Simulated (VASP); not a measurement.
SnS2 (Berndtite-2T):

```
CELL_PARAMETERS angstrom
3.66076 0.00000 0.00000
-1.83038 3.17031 0.00000
0.00000 0.00000 5.96180
ATOMIC_POSITIONS crystal
Sn 0.00000 0.00000 0.00000
S 0.33333 0.66667 0.24559
S 0.66667 0.33333 0.75441
```

Base run:

| Item | Value |
| --- | --- |
| Program | VASP 6.6.1 |
| Functional | PBE |
| Potentials or basis | VASP PAW PBE potentials, release 64 (Sn_d, S) |
| Cutoff | 500 eV |
| k mesh | 6 × 6 × 4 |
| Occupations | gaussian, width 0.01 eV |
| Spin | no spin polarisation |

Its results: band gap on the k mesh 1.51 eV, indirect (least direct gap 1.92 eV); pressure 3.0 GPa; largest force 0.209 eV/Å.

Q: The run is repeated on the same cell with these changes: functional from PBE to r2SCAN; cutoff from 500 eV to 550 eV. What comes out?

A: Band gap on the k mesh 1.82 eV, indirect (least direct gap 2.25 eV); pressure 0.9 GPa; largest force 0.041 eV/Å.

r2SCAN gives the wider gap, since meta-GGAs in the generalised Kohn-Sham scheme recover part of the derivative discontinuity.

Caveats: spin-orbit coupling is left out, which moves the levels of the heavy elements; this functional lacks dispersion, which binds the layers, so the pressure and a relaxed spacing across them are unreliable (some runs); the PAW data sets were made with another functional, which shifts forces and pressure a little (some runs).

A k mesh can miss the band edges.
